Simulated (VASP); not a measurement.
Bi3B4P:

```
P B Bi
1.0
    -2.55509    2.55509    5.11018
     2.55509   -2.55509    5.11018
     2.55509    2.55509   -5.11018
P B Bi
1 4 3
Direct
  0.00000 0.00000 0.00000
  0.62500 0.62500 0.50000
  0.87500 0.37500 0.00000
  0.12500 0.12500 0.50000
  0.37500 0.87500 0.00000
  0.25000 0.75000 0.50000
  0.50000 0.50000 0.00000
  0.75000 0.25000 0.50000
```

* Program: VASP 6.6.1
* Task: relaxation of cell and atoms
* Functional: PBE
* Potentials or basis: VASP PAW PBE potentials, release 64 (P, B, Bi_d)
* Cutoff: 600 eV
* k mesh: 6 × 6 × 6
* Occupations: fermi-dirac, width 0.02 eV
* Spin: no spin polarisation

At the start: pressure 13.9 GPa; volume 16.68 Å³/atom.

Task: How do energy, volume and symmetry change on relaxing?

Result: Over 13 steps the energy falls by 287.7 meV/atom and the volume is 18.15 Å³/atom (+8.8 %); space group I-42m (No. 121, to 0.1 Å) before and after.

Step by step:
| step | energy change (eV) | largest force (eV/Å) | pressure (GPa) | volume (Å³) |
| --- | --- | --- | --- | --- |
| 1 | 0.0000 | 3.0710 | 13.87 | 133.45 |
| 2 | -1.3933 | 1.1182 | -7.73 | 163.32 |
| 3 | -1.5053 | 1.4662 | -4.53 | 155.86 |
| 4 | -2.0913 | 0.8838 | -2.76 | 150.14 |
| 5 | -2.2834 | 0.3474 | 0.29 | 144.76 |
| 6 | -2.2872 | 0.2757 | -0.27 | 145.53 |
| 7 | -2.2874 | 0.2833 | -0.13 | 145.33 |
| 8 | -2.2995 | 0.1090 | 0.16 | 144.91 |
| 9 | -2.3012 | 0.0268 | 0.33 | 144.67 |
| 10 | -2.3016 | 0.0182 | -0.25 | 145.58 |
| 11 | -2.3019 | 0.0189 | -0.02 | 145.22 |
| 12 | -2.3019 | 0.0188 | -0.02 | 145.23 |
| 13 | -2.3019 | 0.0040 | -0.01 | 145.22 |

Final structure:
```
P B Bi
1.0
    -2.63348    2.63348    5.23478
     2.63348   -2.63348    5.23478
     2.63348    2.63348   -5.23478
P B Bi
1 4 3
Cartesian
  0.0000 0.0000 0.0000
  1.5050 1.5050 4.0513
  -1.5050 1.5050 6.4182
  1.1285 1.1285 -1.1834
  1.5050 -1.5050 6.4182
  2.6335 0.0000 2.6174
  0.0000 0.0000 5.2348
  0.0000 2.6335 2.6174
```
